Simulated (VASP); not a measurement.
Runs of VASP 6.6.1 on BN. The structure is that of space group P-6m2 (No. 187), or close to it. The cells are those of the table. 

| cell | gap on the mesh (eV) | largest force (eV/Å) |
| --- | --- | --- |
| a = 2.506, b = 2.506, c = 26.000 Å, angles 90.0, 90.0, 120.0°, 2 atoms | (a) | - |
| a = 2.509, b = 2.471, c = 26.000 Å, angles 90.0, 90.0, 120.5°, 2 atoms | 4.65 | 0.01 |
| a = 2.509, b = 2.509, c = 26.000 Å, angles 90.0, 90.0, 120.0°, 2 atoms | 4.67 | - |
| a = 2.509, b = 2.603, c = 26.000 Å, angles 90.0, 90.0, 118.8°, 2 atoms | 4.50 | - |
| a = 2.509, b = 2.546, c = 26.000 Å, angles 90.0, 90.0, 119.5°, 2 atoms | 4.60 | 0.01 |
| a = 2.634, b = 2.541, c = 26.000 Å, angles 90.0, 90.0, 121.2°, 2 atoms | 4.50 | 0.01 |
| a = 2.559, b = 2.521, c = 26.000 Å, angles 90.0, 90.0, 120.5°, 2 atoms | 4.60 | - |
| a = 2.459, b = 2.496, c = 26.000 Å, angles 90.0, 90.0, 119.5°, 2 atoms | 4.65 | - |

Alike in all rows: task single point; level PBE+D3(BJ); potentials or basis VASP PAW PBE potentials, release 64 (B, N); k mesh 12 × 12 × 1; cutoff (eV) 520; smearing gaussian 0.02 eV.

Task: Estimate the missing entries.

Result: (a) 4.68.

A k mesh can miss the band edges.
